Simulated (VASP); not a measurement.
# ScF6 in VASP: a series of runs

Runs on ScF6. Level: PBE. Tasks: single point.

Everything below comes from runs of VASP 6.6.1. Logs are shortened: lines on timing, memory, paths and dates and some standing lists are left out, and cuts for length are marked.

### 1 The cell of the first run

The typed cell holds 7 atoms: a = 5.056 Å, b = 5.056 Å, c = 5.056 Å, α = 109.47°, β = 109.47°, γ = 109.47°.

The cell was generated, and may not be a known phase.

### 2 Single point, PBE

The input, INCAR:

```
  ALGO = Normal
  EDIFF = 1E-6
  ENCUT = 600
  GGA = PE
  GGA_COMPAT = F
  ISIF = 2
  ISMEAR = 0
  LASPH = T
  LCHARG = T
  LELF = T
  LREAL = F
  LVHAR = T
  LWAVE = F
  NBANDS = 36
  NELM = 120
  PREC = Accurate
  SIGMA = 0.2
```

The input, KPOINTS:

```
k-points
0
Gamma
  4 4 4
```

The input, POSCAR:

```
ScF6
1.0
   -2.9190534410      2.9190534410      2.9190534410
    2.9190534410     -2.9190534410      2.9190534410
    2.9190534410      2.9190534410     -2.9190534410
Sc F
1 6
Direct
    0.0000000000      0.0000000000      0.0000000000
    0.5000000000      0.7494271627      0.2494271627
    0.5000000000      0.2505728373      0.7505728373
    0.2494271627      0.5000000000      0.7494271627
    0.7505728373      0.5000000000      0.2505728373
    0.7494271627      0.2494271627      0.5000000000
    0.2505728373      0.7505728373      0.5000000000
```

Potentials or basis: VASP PAW PBE potentials, release 64 (Sc_sv, F).

The run is started by

```sh
> cat potpaw_PBE.64/Sc_sv/POTCAR potpaw_PBE.64/F/POTCAR > POTCAR
> mpirun -np 1 vasp_std > vasp.out
```

OUTCAR:

```text
EDIFF = 1E-6
   ENCUT = 600
   GGA = PE
   ISIF = 2
   ISMEAR = 0
   LASPH = T
   LREAL = F
   NELM = 120
   PREC = Accurate

 ion  position               nearest neighbor table
   1  0.000  0.000  0.000-
   2  0.500  0.749  0.249-
   3  0.500  0.251  0.751-
   4  0.249  0.500  0.749-
   5  0.751  0.500  0.251-
   6  0.749  0.249  0.500-
   7  0.251  0.751  0.500-

  LATTYP: Found a body centered cubic cell.
 ALAT       =     5.8381068820

  Lattice vectors:

 A1 = (  -2.9190534410,   2.9190534410,   2.9190534410)
 A2 = (   2.9190534410,  -2.9190534410,   2.9190534410)
 A3 = (   2.9190534410,   2.9190534410,  -2.9190534410)

Analysis of symmetry for initial positions (statically):
=====================================================================
 Subroutine PRICEL returns:
 Original cell was already a primitive cell.

 Routine SETGRP: Setting up the symmetry group for a
 body centered cubic supercell.

 Subroutine GETGRP returns: Found 24 space group operations
 (whereof 24 operations were pure point group operations)
 out of a pool of 48 trial point group operations.

The static configuration has the point symmetry T_h .

Analysis of symmetry for dynamics (positions and initial velocities):
=====================================================================
 Subroutine PRICEL returns:
 Original cell was already a primitive cell.

 Routine SETGRP: Setting up the symmetry group for a
 body centered cubic supercell.

 Subroutine GETGRP returns: Found 24 space group operations
 (whereof 24 operations were pure point group operations)
 out of a pool of 48 trial point group operations.

The dynamic configuration has the point symmetry T_h .

 Subroutine INISYM returns: Found 24 space group operations
 (whereof 24 operations are pure point group operations),
 and found     1 'primitive' translations

----------------------------------------------------------------------------------------

                                     Primitive cell

  volume of cell :      99.4915

  direct lattice vectors                    reciprocal lattice vectors
    -2.919053441  2.919053441  2.919053441     0.000000000  0.171288402  0.171288402
     2.919053441 -2.919053441  2.919053441     0.171288402  0.000000000  0.171288402
     2.919053441  2.919053441 -2.919053441     0.171288402  0.171288402  0.000000000

  length of vectors
     5.055948870  5.055948870  5.055948870     0.242238382  0.242238382  0.242238382

  position of ions in fractional coordinates (direct lattice)
     0.000000000  0.000000000  0.000000000
     0.500000000  0.749427163  0.249427163
     0.500000000  0.250572837  0.750572837
     0.249427163  0.500000000  0.749427163
     0.750572837  0.500000000  0.250572837
     0.749427163  0.249427163  0.500000000
     0.250572837  0.750572837  0.500000000

  ion indices of the primitive-cell ions
   primitive index   ion index
                 1           1
                 2           2
                 3           3
                 4           4
                 5           5
                 6           6
                 7           7

----------------------------------------------------------------------------------------

 KPOINTS: k-points

Automatic generation of k-mesh.
 Grid dimensions read from file:
 generate k-points for:    4    4    4

 Generating k-lattice:

  Cartesian coordinates                     Fractional coordinates (reciprocal lattice)
     0.000000000  0.042822101  0.042822101     0.250000000  0.000000000  0.000000000
     0.042822101  0.000000000  0.042822101     0.000000000  0.250000000  0.000000000
     0.042822101  0.042822101  0.000000000     0.000000000  0.000000000  0.250000000

  Length of vectors
     0.060559595  0.060559595  0.060559595

  Shift w.r.t. Gamma in fractional coordinates (k-lattice)
     0.000000000  0.000000000  0.000000000

 Subroutine IBZKPT returns following result:
 ===========================================

 Found      8 irreducible k-points:

 Following reciprocal coordinates:
            Coordinates               Weight
  0.000000  0.000000  0.000000      1.000000
  0.250000  0.000000  0.000000     12.000000
  0.500000  0.000000  0.000000      6.000000
  0.250000  0.250000  0.000000     24.000000
  0.250000  0.250000  0.250000      2.000000
 -0.250000  0.250000  0.250000      6.000000
  0.500000  0.500000  0.250000     12.000000
  0.500000  0.500000  0.500000      1.000000
   k-points           NKPTS =      8   k-points in BZ     NKDIM =      8   number of bands    NBANDS=     36
   number of dos      NEDOS =    301   number of ions     NIONS =      7
   total plane-waves  NPLWV =  64000
   dimension x,y,z NGX =    40 NGY =   40 NGZ =   40
   dimension x,y,z NGXF=    80 NGYF=   80 NGZF=   80
   ions per type =               1   6
   NGX,Y,Z   is equivalent  to a cutoff of  13.15, 13.15, 13.15 a.u.
   NGXF,Y,Z  is equivalent  to a cutoff of  26.31, 26.31, 26.31 a.u.
 SYSTEM =  unknown system
   PREC   = accura    normal or accurate (medium, high low for compatibility)
   ISTART =      0    job   : 0-new  1-cont  2-samecut
   ICHARG =      2    charge: 1-file 2-atom 10-const
   ISPIN  =      1    spin polarized calculation?
   LNONCOLLINEAR =      F non collinear calculations
   LSORBIT =      F    spin-orbit coupling
   LASPH  =      T    aspherical Exc in radial PAW
   ENCUT  =  600.0 eV  44.10 Ry    6.64 a.u.  10.10 10.10 10.10*2*pi/ulx,y,z
   NELM   =    120;   NELMIN=  2; NELMDL= -5     # of ELM steps
   EDIFF  = 0.1E-05   stopping-criterion for ELM
   LREAL  =      F    real-space projection
   EDIFFG = 0.1E-04   stopping-criterion for IOM
   NSW    =      0    number of steps for IOM
   IBRION =     -1    ionic relax: 0-MD 1-quasi-New 2-CG
   NFREE  =      0    steps in history (QN), initial steepest desc. (CG)
   ISIF   =      2    stress and relaxation
   ISYM   =      2    0-nonsym 1-usesym 2-fastsym
   POTIM  = 0.5000    time-step for ionic-motion
   TEBEG  =    0.0;   TEEND  =   0.0 temperature during run
   PSTRESS=    0.0 pullay stress
   NELECT =      53.0000    total number of electrons
   NUPDOWN=      -1.0000    fix difference up-down
   EMIN   =  10.00;   EMAX   =-10.00  energy-range for DOS
   EFERMI =   0.00;   METHOD = LEGACY
   ISMEAR =     0;   SIGMA  =   0.20  broadening in eV -4-tet -1-fermi 0-gaus
   EFERMI_NEDOS =   21; number of points for ismear=-14 and -15
   IALGO  =     38    algorithm
   IMIX   =      4    mixing-type and parameters
     AMIX     =   0.40;   BMIX     =  1.00
     AMIX_MAG =   1.60;   BMIX_MAG =  1.00
  volume/ion in A,a.u.               =      14.21        95.91
  Fermi-wavevector in a.u.,A,eV,Ry     =   1.327103  2.507862 23.962626  1.761203
  Thomas-Fermi vector in A             =   2.456441
   LORBIT       =      0    0 simple, 1 ext, 2 COOP (PROOUT), +10 PAW based schemes
   GGA     = PE    functional components
   LHFCALC =     F    Hartree Fock is set to
   AEXX    =    0.0000 exact exchange contribution
   IVDW    =     0    specifies the selected vdW correction
   LEPSILON=     F    determine dielectric tensor
   LRPA    =     F    only Hartree local field effects (RPA)
 non-spin polarized calculation
 Gauss-broadening in eV      SIGMA  =   0.20
  energy-cutoff  :      600.00
  volume of cell :       99.49
 maximum number of plane-waves:      3352
   NGX = 21   NGY = 21   NGZ = 21

 number of electron      52.9999954 magnetization

 Free energy of the ion-electron system (eV)
  ---------------------------------------------------
  ext. energy  EPLUGINS =         0.00000000
  ---------------------------------------------------
  free energy    TOTEN  =       -19.36749141 eV

  energy without entropy =      -19.18005034  energy(sigma->0) =      -19.27377087

 E-fermi :  -0.4294     XC(G=0):  -8.9522

 val. band max:       -0.5155510163   @ k =   0.5000   0.0000   0.0000
 cond. band min:      -0.4061516741   @ k =   0.2500   0.2500   0.0000
 fundamental gap:      0.1093993423
 Fermi energy:        -0.4294095478

 k-point     1 :       0.0000    0.0000    0.0000
  band No.  band energies     occupation
      1     -53.0666      2.00000
      2     -31.5192      2.00000
      3     -31.5192      2.00000
      4     -31.5192      2.00000
      5     -23.1171      2.00000
      6     -21.4179      2.00000
[... 28 lines left out ...]
     35       8.3007      0.00000
     36       8.3007      0.00000

 k-point     2 :       0.2500    0.0000    0.0000
  band No.  band energies     occupation
      1     -53.0666      2.00000
      2     -31.5198      2.00000
      3     -31.5194      2.00000
      4     -31.5192      2.00000
      5     -22.9612      2.00000
      6     -21.8382      2.00000
[... 28 lines left out ...]
     35       7.1773      0.00000
     36       8.0034      0.00000

 k-point     3 :       0.5000    0.0000    0.0000
  band No.  band energies     occupation
      1     -53.0665      2.00000
      2     -31.5204      2.00000
      3     -31.5196      2.00000
      4     -31.5192      2.00000
      5     -22.6533      2.00000
      6     -22.3105      2.00000
[... 28 lines left out ...]
     35       6.2000      0.00000
     36       7.7563      0.00000

 k-point     4 :       0.2500    0.2500    0.0000
  band No.  band energies     occupation
      1     -53.0665      2.00000
      2     -31.5202      2.00000
      3     -31.5197      2.00000
      4     -31.5193      2.00000
      5     -22.6832      2.00000
      6     -22.1964      2.00000
[... 28 lines left out ...]
     35       6.5890      0.00000
     36       7.4574      0.00000

 k-point     5 :       0.2500    0.2500    0.2500
  band No.  band energies     occupation
      1     -53.0665      2.00000
      2     -31.5198      2.00000
      3     -31.5198      2.00000
      4     -31.5198      2.00000
      5     -22.3088      2.00000
      6     -22.3088      2.00000
[... 28 lines left out ...]
     35       7.1894      0.00000
     36       7.1894      0.00000

 k-point     6 :      -0.2500    0.2500    0.2500
  band No.  band energies     occupation
      1     -53.0665      2.00000
      2     -31.5199      2.00000
      3     -31.5196      2.00000
      4     -31.5196      2.00000
      5     -22.8201      2.00000
      6     -22.0227      2.00000
[... 28 lines left out ...]
     35       6.9291      0.00000
     36       7.7140      0.00000

 k-point     7 :       0.5000    0.5000    0.2500
  band No.  band energies     occupation
      1     -53.0665      2.00000
      2     -31.5202      2.00000
      3     -31.5198      2.00000
      4     -31.5196      2.00000
      5     -22.5339      2.00000
      6     -22.3385      2.00000
[... 28 lines left out ...]
     35       6.7008      0.00000
     36       7.4721      0.00000

 k-point     8 :       0.5000    0.5000    0.5000
  band No.  band energies     occupation
      1     -53.0665      2.00000
      2     -31.5200      2.00000
      3     -31.5200      2.00000
      4     -31.5200      2.00000
      5     -22.3653      2.00000
      6     -22.3653      2.00000
[... 28 lines left out ...]
     35       7.2300      0.00000
     36       7.2300      0.00000

------------------------ aborting loop because EDIFF is reached ----------------------------------------

  FORCE on cell =-STRESS in cart. coord.  units (eV):
  Direction    XX          YY          ZZ          XY          YZ          ZX
  --------------------------------------------------------------------------------------
  -------------------------------------------------------------------------------------
  Total       -0.0022862     -0.0022862     -0.0022862      0.0000000      0.0000000      0.0000000
  in kB       -0.0368154     -0.0368154     -0.0368154      0.0000000      0.0000000      0.0000000
  external PRESSURE =      -0.0368154 kB  Pullay stress =       0.0000000 kB

 VOLUME and BASIS-vectors are now :
 -----------------------------------------------------------------------------
  energy-cutoff  :      600.00
  volume of cell :       99.49
      direct lattice vectors                 reciprocal lattice vectors
    -2.919053441  2.919053441  2.919053441     0.000000000  0.171288402  0.171288402
     2.919053441 -2.919053441  2.919053441     0.171288402  0.000000000  0.171288402
     2.919053441  2.919053441 -2.919053441     0.171288402  0.171288402  0.000000000

 POSITION                                       TOTAL-FORCE (eV/Angst)
 -----------------------------------------------------------------------------------
      0.00000      0.00000      0.00000        -0.000000     -0.000000      0.000000
      1.45618      0.00000      2.91905         0.002370      0.000000      0.000000
      1.46287      2.91905      0.00000        -0.002370     -0.000000      0.000000
      2.91905      1.45618      0.00000        -0.000000      0.002370      0.000000
      0.00000      1.46287      2.91905         0.000000     -0.002370      0.000000
      0.00000      2.91905      1.45618         0.000000     -0.000000      0.002370
      2.91905      0.00000      1.46287        -0.000000      0.000000     -0.002370
 -----------------------------------------------------------------------------------
    total drift:                                0.000000      0.000000      0.000000

  FREE ENERGIE OF THE ION-ELECTRON SYSTEM (eV)
  ---------------------------------------------------
  free  energy   TOTEN  =       -19.3674914057 eV

  energy  without entropy=      -19.1800503373  energy(sigma->0) =      -19.27377087
```

Wall time 3.6 min (1 thread of Intel Xeon 8259CL, shared host); peak memory 0.25 GiB.

Results:

* Free energy: -19.3675 eV
* Pressure: 0.0 GPa
* Band gap on the k mesh: zero (an odd number of electrons rules out a gap without spin polarisation)

Forces on the atoms (eV/Å):
```
Sc   0.000  0.000  0.000
F    0.002  0.000  0.000
F   -0.002  0.000  0.000
F    0.000  0.002  0.000
F    0.000 -0.002  0.000
F    0.000  0.000  0.002
F    0.000  0.000 -0.002
```

Caveat: the k points lie up to 0.38 Å⁻¹ apart, too coarse for converged energies and pressures of a metal; an odd number of electrons without spin polarisation forces a metal; a magnetic or distorted state may lie lower.

### 3 Single point, PBE

This run uses another cell than the first one, of 16.12 Å³/atom.

The input, INCAR:

```
SYSTEM = ScF6
PREC     = Accurate       ! precision mode
ENCUT    = 600            ! plane-wave cutoff, eV
EDIFF    = 1E-6           ! SCF threshold, eV
ISMEAR   = 0              ! smearing method
SIGMA    = 0.2            ! smearing width, eV
LREAL    = .FALSE.        ! projectors in reciprocal space
LASPH    = .TRUE.         ! aspherical terms in the spheres
NELM     = 120            ! most SCF steps
ALGO     = Normal         ! electronic algorithm
ISIF     = 2              ! what is computed and relaxed
LWAVE    = .FALSE.        ! write WAVECAR
LCHARG   = .FALSE.        ! write CHGCAR
GGA      = PE             ! functional
NBANDS   = 36             ! bands
GGA_COMPAT= .FALSE.
```

The input, KPOINTS:

```
regular mesh
0
G
  4 4 4
  0 0 0
```

The input, POSCAR:

```
ScF6
1.0
   -3.0440077205      3.0440077205      3.0440077205
    3.0440077205     -3.0440077205      3.0440077205
    3.0440077205      3.0440077205     -3.0440077205
Sc F
1 6
Direct
    0.0000000000      0.0000000000      0.0000000000
    0.3290627526      0.0000000000      0.3290627526
    0.6709372474      0.0000000000      0.6709372474
    0.3290627526      0.3290627526      0.0000000000
    0.6709372474      0.6709372474      0.0000000000
    0.0000000000      0.6709372474      0.6709372474
    0.0000000000      0.3290627526      0.3290627526
```

Potentials or basis: VASP PAW PBE potentials, release 64 (Sc_sv, F).

The run is started by

```sh
> cat potpaw_PBE.64/Sc_sv/POTCAR potpaw_PBE.64/F/POTCAR > POTCAR
> mpirun -np 1 vasp_std > vasp.out
```

It took 55 s on 1 thread of Intel Xeon 8259CL, shared host; peak memory 0.26 GiB.

Results (log left out):

```
Free energy            : -28.9031 eV
Pressure               : 0.8 GPa
Largest force          : 0.048 eV/Å
Band gap on the k mesh : zero (an odd number of electrons rules out a gap without spin polarisation)
```

Forces in eV/Å, atoms in the order of the input:
```
Sc   0.000  0.000  0.000
F    0.000  0.048  0.000
F    0.000 -0.048  0.000
F    0.000  0.000  0.048
F    0.000  0.000 -0.048
F   -0.048  0.000  0.000
F    0.048  0.000  0.000
```

Levels at points of the mesh, in eV from the Fermi level:
```tsv
k point	band 23	band 24	band 25	band 26	band 27	band 28	band 29	band 30	band 31	band 32
(0.00, 0.00, 0.00)	0.03	0.03	0.03	0.29	0.29	0.29	7.17	7.17	7.17	9.11
(0.50, 0.00, 0.00)	-0.39	-0.37	-0.33	-0.24	-0.22	0.32	7.07	7.11	7.15	9.23
(0.50, 0.50, 0.50)	-0.03	-0.03	-0.03	0.26	0.26	0.26	7.19	7.19	7.19	9.03
```

Caveat: the k points lie up to 0.36 Å⁻¹ apart, too coarse for converged energies and pressures of a metal; an odd number of electrons without spin polarisation forces a metal; a magnetic or distorted state may lie lower.

### 4 Single point, PBE

This run uses another cell than the first one, of 16.48 Å³/atom.

The input, INCAR:

```
PREC     = Accurate       # precision mode
ENCUT    = 600            # plane-wave cutoff, eV
EDIFF    = 1E-6           # SCF threshold, eV
ISMEAR   = 0              # smearing method
SIGMA    = 0.2            # smearing width, eV
LREAL    = F              # projectors in reciprocal space
LASPH    = T              # aspherical terms in the spheres
NELM     = 120            # most SCF steps
ALGO     = Normal         # electronic algorithm
ISIF     = 2              # what is computed and relaxed
LWAVE    = F              # write WAVECAR
LCHARG   = F              # write CHGCAR
GGA      = PE             # functional
NBANDS   = 36             # bands
GGA_COMPAT= F
```

The input, KPOINTS:

```
regular mesh
0
Gamma
  4 4 4
```

The input, POSCAR:

```
ScF6
1.0
   -3.0665634451      3.0665634451      3.0665634451
    3.0665634451     -3.0665634451      3.0665634451
    3.0665634451      3.0665634451     -3.0665634451
Sc F
1 6
Direct
    0.0000000000      0.0000000000      0.0000000000
    0.6733026425      0.6733026425      0.0000000000
    0.3266973575      0.3266973575      0.0000000000
    0.0000000000      0.3266973575      0.3266973575
    0.0000000000      0.6733026425      0.6733026425
    0.6733026425      0.0000000000      0.6733026425
    0.3266973575      0.0000000000      0.3266973575
```

The run is started by

```sh
> cat potpaw_PBE.64/Sc_sv/POTCAR potpaw_PBE.64/F/POTCAR > POTCAR
> mpirun -np 1 vasp_std > vasp.out
```

Wall time 57 s (1 thread of Intel Xeon 8259CL, shared host); peak memory 0.26 GiB.

Results (log left out):

```yaml
Free_energy: -28.9147 eV
Pressure: 0.7 GPa
Largest_force: 0.091 eV/Å
Band_gap_on_the_k_mesh: zero (an odd number of electrons rules out a gap without spin polarisation)
```

Forces on the atoms (eV/Å):
```
Sc   0.000  0.000  0.000
F    0.000  0.000 -0.091
F    0.000  0.000  0.091
F    0.091  0.000  0.000
F   -0.091  0.000  0.000
F    0.000 -0.091  0.000
F    0.000  0.091  0.000
```

Levels at points of the mesh, in eV from the Fermi level:
| k point | band 24 | band 25 | band 26 | band 27 | band 28 | band 29 | band 30 | band 31 |
| --- | --- | --- | --- | --- | --- | --- | --- | --- |
| (0.00, 0.00, 0.00) | 0.04 | 0.04 | 0.25 | 0.25 | 0.25 | 7.23 | 7.23 | 7.23 |
| (0.50, 0.00, 0.00) | -0.36 | -0.32 | -0.21 | -0.19 | 0.28 | 7.14 | 7.17 | 7.21 |
| (0.50, 0.50, 0.50) | -0.02 | -0.02 | 0.22 | 0.22 | 0.22 | 7.25 | 7.25 | 7.25 |

Caveat: the k points lie up to 0.36 Å⁻¹ apart, too coarse for converged energies and pressures of a metal; an odd number of electrons without spin polarisation forces a metal; a magnetic or distorted state may lie lower.

### 5 Summary

```csv
cell,gap on the mesh (eV),pressure (GPa),largest force (eV/Å)
"a = 5.056 Å, angles 109.5°, 7 atoms, atomic positions A",none,0.0,-
"a = 5.272 Å, angles 109.5°, 7 atoms, atomic positions B",none,0.8,0.05
"a = 5.311 Å, angles 109.5°, 7 atoms, atomic positions C",none,0.7,0.09
```

Alike in all rows: task single point; level PBE; potentials or basis VASP PAW PBE potentials, release 64 (Sc_sv, F); no spin polarisation; k mesh 4 × 4 × 4; cutoff (eV) 600; smearing gaussian 0.2 eV.

Caveats: all runs use coarse meshes; an odd number of electrons without spin polarisation forces a metal; a magnetic or distorted state may lie lower.

Total energies depend on the potentials used, so only differences within one code and one set of settings carry meaning.

The gap in the log of VASP goes by the Fermi energy; the results here count the filled bands.